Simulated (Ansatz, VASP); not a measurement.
Two plane-wave programs on Se

File POSCAR:

```
Se
1.0
    0.0000000000      2.1988028455      2.1988028455
    2.1988028455      0.0000000000      2.1988028455
    2.1988028455      2.1988028455      0.0000000000
Se
1
Direct
    0.0000000000      0.0000000000      0.0000000000
```

INCAR.step1

```
SYSTEM = Se
PREC = Accurate
ENCUT = 520
ISMEAR = -1
SIGMA = 0.1
LREAL = .False.
LASPH = .True.
NELM = 100
NBANDS = 9
GGA = PE
ALGO = Normal
EDIFF = 1E-4
LWAVE = .True.
LCHARG = .False.
```

INCAR.step2

```
SYSTEM = Se
PREC = Accurate
ENCUT = 520
EDIFF = 1E-6
ISMEAR = -1
SIGMA = 0.1
LREAL = .False.
LASPH = .True.
NELM = 100
ALGO = Normal
ISIF = 2
LWAVE = .False.
LCHARG = .False.
METAGGA = R2SCAN
LMIXTAU = .True.
NBANDS = 9
ISTART = 1
```

The input KPOINTS:

```
regular mesh
0
Gamma
  14 14 14
  0 0 0
```

Input for Ansatz:

```yaml
crystal:
  lattice:
    - [0.0, 2.1988028455, 2.1988028455]
    - [2.1988028455, 0.0, 2.1988028455]
    - [2.1988028455, 2.1988028455, 0.0]
  atoms:
    - { symbol: Se, position: [0.0, 0.0, 0.0] }
hamiltonian:
  xc: r2scan
  pseudopotentials:
    kind: paw
    azcp:
      Se: "pseudopotentials/Se.paw.azcp"
basis:
  ecutwfc: 500
  fft_grid_basis: typed
kpoints:
  mp_grid: { grid: [14, 14, 14], shift: [0, 0, 0] }
magnetization:
  spin_polarized: false
scf:
  occupations: { method: fermi_dirac, width: 0.1 }
  lower_state_search: "off"
output:
  stress: true
  write_density: true
  write_potential: true
  elf: true
  volumetric_format: npy
```

Alike in both runs: task single point; functional r2SCAN; k mesh 14 × 14 × 14; occupations fermi-dirac, width 0.1 eV; no spin polarisation.

|  | VASP | Ansatz |
| --- | --- | --- |
| version | VASP 6.6.1 | Ansatz 0.2.0 |
| potentials or method | VASP PAW PBE potentials, release 64 (Se), cutoff 520 eV | plane waves (500 eV) with PAW, scalar-relativistic |
| valence electrons in the cell | 6 | 16 |

```tsv
	VASP	Ansatz	Ansatz less VASP
pressure (GPa)	-2.7	-2.6	+0.07
```

VASP's potentials were made for PBE, not for r2SCAN. The functional is the same, so the differences come from potentials, cutoffs and numerics. VASP's potentials hold 6 valence electrons a cell and Ansatz's 16, so a difference there can come from the potentials and not from the codes.
